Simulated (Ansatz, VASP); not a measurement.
## Te: VASP beside Ansatz

```
Te
1.0
     4.62052    0.00000    0.00000
    -2.31026    4.00149    0.00000
     0.00000    0.00000    5.90856
Te
3
Direct
  0.00000 0.25351 0.33333
  0.25351 0.00000 0.66667
  0.74649 0.74649 0.00000
```

Alike in both runs: functional r2SCAN; k mesh 9 × 9 × 6; occupations gaussian, width 0.02 eV; no spin polarisation.

Ansatz relaxed the structure, and its values are those at the end. VASP's run is a single point on that final structure, the one shown.

```csv
,VASP,Ansatz
version,VASP 6.6.1,Ansatz 0.2.0
potentials or method,"VASP PAW PBE potentials, release 64 (Te), cutoff 520 eV","scalar-relativistic, plane waves, PAW"
valence electrons in the cell,18,48
```

|  | VASP | Ansatz | Ansatz less VASP |
| --- | --- | --- | --- |
| gap on the k mesh at the Fermi level (eV) | 0.55 | 0.59 | +0.033 |
| least direct gap on the mesh (eV) | 0.55 | 0.59 | +0.033 |
| pressure (GPa) | 0.0 | 0.0 | -0.04 |
| rms of the force components (eV/Å) | 0.015 | 0.002 | -0.0132 |

VASP's potentials were made for PBE, not for r2SCAN. With one functional, cell and mesh, what is left measures potentials, basis and numerics. VASP's potentials hold 18 valence electrons a cell and Ansatz's 48, so a difference there can come from the potentials and not from the codes.

Spin-orbit coupling is off throughout.
